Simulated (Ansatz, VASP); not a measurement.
**GaN in VASP and in Ansatz**

File INCAR:

```
ALGO = Normal
EDIFF = 1E-6
ENCUT = 520
GGA = PE
ISIF = 2
ISMEAR = 0
LASPH = True
LCHARG = False
LREAL = False
LWAVE = False
NBANDS = 26
NELM = 100
PREC = Accurate
SIGMA = 0.02
```

KPOINTS

```
k-points
0
Gamma
  12 12 6
```

POSCAR

```
GaN
1.0
    3.0787802713      0.0000000000      0.0000000000
   -1.5393901357      2.6663019276      0.0000000000
    0.0000000000      0.0000000000      5.3115262200
Ga N
2 2
Direct
    0.3333333333      0.6666666667     -0.0133274928
    0.6666666667      0.3333333333      0.4754902375
    0.3333333333      0.6666666667      0.3954428370
    0.6666666667      0.3333333333      0.8923944183
```

Input for Ansatz:

```yaml
crystal:
  lattice:
    - [3.0787802713, 0.0, 0.0]
    - [-1.5393901357, 2.6663019276, 0.0]
    - [0.0, 0.0, 5.31152622]
  atoms:
    - { symbol: Ga, position: [0.3333333333, 0.6666666667, -0.0133274928] }
    - { symbol: Ga, position: [0.6666666667, 0.3333333333, 0.4754902375] }
    - { symbol: "N", position: [0.3333333333, 0.6666666667, 0.395442837] }
    - { symbol: "N", position: [0.6666666667, 0.3333333333, 0.8923944183] }
basis:
  ecutwfc: 420
kpoints:
  mp_grid: { grid: [12, 12, 6] }
hamiltonian:
  xc: pbe
scf:
  occupations: { method: gaussian, width: 0.02 }
output:
  forces: true
  stress: true
  eigenvalues: true
  populations: true
```

Alike in both runs: task single point; functional PBE; k mesh 12 × 12 × 6; occupations gaussian, width 0.02 eV; no spin polarisation.

```csv
,VASP,Ansatz
version,VASP 6.6.1,Ansatz 0.2.0
potentials or method,"VASP PAW PBE potentials, release 64 (Ga_d, N), cutoff 520 eV","scalar-relativistic, plane waves, PAW"
valence electrons in the cell,36,36
```

Ansatz gave:

```
gap on the k mesh at the Fermi level (eV)                     : 2.22
least direct gap on the mesh (eV)                             : 2.22
pressure (GPa)                                                : 24.0
traceless stress, the component that is largest in VASP (GPa) : -25.09
rms of the force components (eV/Å)                            : 0.987
```

Task: What did VASP give for the same quantities?

Result: gap on the k mesh at the Fermi level (eV): 2.23; least direct gap on the mesh (eV): 2.23; pressure (GPa): 23.7; traceless stress, the component that is largest in VASP (GPa): -24.77; rms of the force components (eV/Å): 0.972.

Atom by atom the forces differ by 0.016 eV/Å (rms over components).
